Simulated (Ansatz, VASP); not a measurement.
Hf2S in VASP and in Ansatz

Contents of POSCAR:

```
Hf2S
1.0
    3.3742737662      0.0000000000      0.0000000000
   -1.6871368831      2.9222068008      0.0000000000
    0.0000000000      0.0000000000     11.7174070300
Hf S
4 2
Direct
    0.6666666667      0.3333333333      0.8998116400
    0.3333333333      0.6666666667      0.3998116400
    0.6666666667      0.3333333333      0.6001883600
    0.3333333333      0.6666666667      0.1001883600
    0.0000000000      0.0000000000      0.7500000000
    0.0000000000      0.0000000000      0.2500000000
```

File INCAR.step1:

```
  PREC = Accurate
  ENCUT = 520
  ISMEAR = -5
  SIGMA = 0.1
  LREAL = F
  LASPH = T
  NELM = 100
  NBANDS = 35
  GGA = PE
  ALGO = Normal
  EDIFF = 1E-4
  LWAVE = T
  LCHARG = F
```

INCAR.step2

```
  PREC = Accurate
  ENCUT = 520
  EDIFF = 1E-7
  ISMEAR = -5
  SIGMA = 0.1
  LREAL = F
  LASPH = T
  NELM = 100
  ALGO = Normal
  ISIF = 2
  LWAVE = F
  LCHARG = F
  METAGGA = R2SCAN
  LMIXTAU = T
  NBANDS = 35
  ISTART = 1
```

The input KPOINTS:

```
Automatic mesh
0
Gamma
  12 12 4
```

Input for Ansatz:

```yaml
crystal:
  lattice:
    - [3.3742737662, 0.0, 0.0]
    - [-1.6871368831, 2.9222068008, 0.0]
    - [0.0, 0.0, 11.71740703]
  atoms:
    - { symbol: Hf, position: [0.6666666667, 0.3333333333, 0.89981164] }
    - { symbol: Hf, position: [0.3333333333, 0.6666666667, 0.39981164] }
    - { symbol: Hf, position: [0.6666666667, 0.3333333333, 0.60018836] }
    - { symbol: Hf, position: [0.3333333333, 0.6666666667, 0.10018836] }
    - { symbol: S, position: [0.0, 0.0, 0.75] }
    - { symbol: S, position: [0.0, 0.0, 0.25] }
basis:
  ecutwfc: 500
kpoints:
  mp_grid: { grid: [12, 12, 4] }
hamiltonian:
  xc: r2scan
scf:
  occupations: { method: tetrahedron }
output:
  forces: true
  stress: true
  eigenvalues: true
```

Alike in both runs: task single point; functional r2SCAN; k mesh 12 × 12 × 4; occupations tetrahedron; no spin polarisation.

```csv
,VASP,Ansatz
version,VASP 6.6.1,Ansatz 0.2.0
potentials or method,"VASP PAW PBE potentials, release 64 (Hf_pv, S), cutoff 520 eV","scalar-relativistic, plane waves, PAW"
valence electrons in the cell,52,116
```

|  | VASP | Ansatz | Ansatz less VASP |
| --- | --- | --- | --- |
| gap on the k mesh at the Fermi level (eV) | none | none | - |
| pressure (GPa) | 0.0 | 0.9 | +0.88 |
| traceless stress, the component that is largest in VASP (GPa) | -0.23 | -0.12 | +0.108 |

VASP's potentials were made for PBE, not for r2SCAN. A gap of «none» marks a metal or a gap that the smearing closes. VASP's potentials hold 52 valence electrons a cell and Ansatz's 116, so a difference there can come from the potentials and not from the codes. Ansatz's warnings: band table not solved further, tetrahedron derivatives may miss energy slope.

Spin-orbit coupling is off throughout.
